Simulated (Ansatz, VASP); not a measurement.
# Al: VASP beside Ansatz

Contents of INCAR:

```
SYSTEM = Al
PREC = Accurate
ENCUT = 500
EDIFF = 1E-6
ISMEAR = -1
SIGMA = 0.05
LREAL = .FALSE.
LASPH = .TRUE.
NELM = 120
ALGO = Normal
ISIF = 2
LWAVE = .FALSE.
LCHARG = .FALSE.
GGA = PS
NBANDS = 8
GGA_COMPAT = .FALSE.
```

The input KPOINTS:

```
Automatic mesh
0
G
  15 15 15
  0 0 0
```

POSCAR

```
Al
1.0
    2.6847885020      0.0000000000      0.0000000000
    0.0000000000      2.6847885020      0.0000000000
    0.0000000000      0.0000000000      2.6847885020
Al
1
Direct
    0.0000000000      0.0000000000      0.0000000000
```

Input for Ansatz:

```yaml
crystal:
  lattice:
    - [2.684788502, 0.0, 0.0]
    - [0.0, 2.684788502, 0.0]
    - [0.0, 0.0, 2.684788502]
  atoms:
    - { symbol: Al, position: [0.0, 0.0, 0.0] }
kpoints:
  mp_grid: { grid: [15, 15, 15] }
scf:
  occupations: { method: fermi_dirac, width: 0.05 }
hamiltonian:
  xc: pbesol
  pseudopotentials: { kind: all_electron, lapw: { basis_error: 0.0005 } }
output:
  forces: true
  stress: true
  eigenvalues: true
```

Change from the starting cell: functional pbesol, volume scaled by 0.96.

Alike in both runs: task single point; functional PBEsol; k mesh 15 × 15 × 15; occupations fermi-dirac, width 0.05 eV; no spin polarisation.

|  | VASP | Ansatz |
| --- | --- | --- |
| version | VASP 6.6.1 | Ansatz 0.2.0 |
| potentials or method | VASP PAW PBE potentials, release 64 (Al), cutoff 500 eV | all-electron LAPW, scalar-relativistic |

Ansatz gave:

```
pressure (GPa) : 1.1
```

Problem. What did VASP give for the same quantities?

Solution. Pressure (GPa): 1.2.

VASP's potentials were made for PBE, not for PBEsol. Ansatz ran all-electron here, and VASP with PAW potentials.
